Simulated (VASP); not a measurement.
Input of a VASP 6.6.1 run:

Contents of INCAR:

```
SYSTEM = EuS
PREC = Accurate ; ENCUT = 600
EDIFF = 1E-6 ; ISMEAR = -1
SIGMA = 0.1 ; LREAL = .FALSE.
LASPH = .TRUE. ; NELM = 200
ALGO = Normal ; ISIF = 2
LWAVE = .FALSE. ; LCHARG = .FALSE.
ISPIN = 2 ; MAGMOM = 9.1 0
LORBIT = 11 ; LMAXMIX = 6
LDAU = .TRUE. ; LDAUTYPE = 2
LDAUL = 3 -1 ; LDAUU = 6 0
LDAUJ = 0 0 ; LDAUPRINT = 1
GGA = PE ; NBANDS = 22
GGA_COMPAT = .FALSE.
```

KPOINTS

```
Automatic mesh
0
G
  10 10 10
  0 0 0
```

POSCAR

```
EuS
1.0
    4.2122350000      0.0000000000      0.0000000000
    2.1061175000      3.6479025167      0.0000000000
    2.1061175000      1.2159675056      3.4392754756
Eu S
1 1
Direct
    0.0000000000      0.0000000000      0.0000000000
    0.5000000000      0.5000000000      0.5000000000
```

Potentials or basis: VASP PAW PBE potentials, release 64 (Eu, S).

Command:

```console
$ cat potpaw_PBE.64/Eu/POTCAR potpaw_PBE.64/S/POTCAR > POTCAR
$ mpirun -np 1 vasp_std > vasp.out
```

**Question.** Estimate the site moments.

**Answer.** Eu +6.72; S -0.06 μB.

**Question.** Predict the band gap on the k mesh.

**Answer.** 0.42 eV (least direct gap 0.70 eV).

Eigenvalues of the final occupation matrices:
```tsv
site	spin	trace	eigenvalues
site 1 f	1	6.82	0.97 0.97 0.97 0.98 0.98 0.98 0.98
site 1 f	2	0.01	0.00 0.00 0.00 0.00 0.00 0.00 0.00
```

Caveat: spin-orbit coupling is left out, which moves the levels of the heavy elements; a cell with one magnetic atom can't hold antiferromagnetic order, which such compounds often take. A k mesh can miss the band edges.
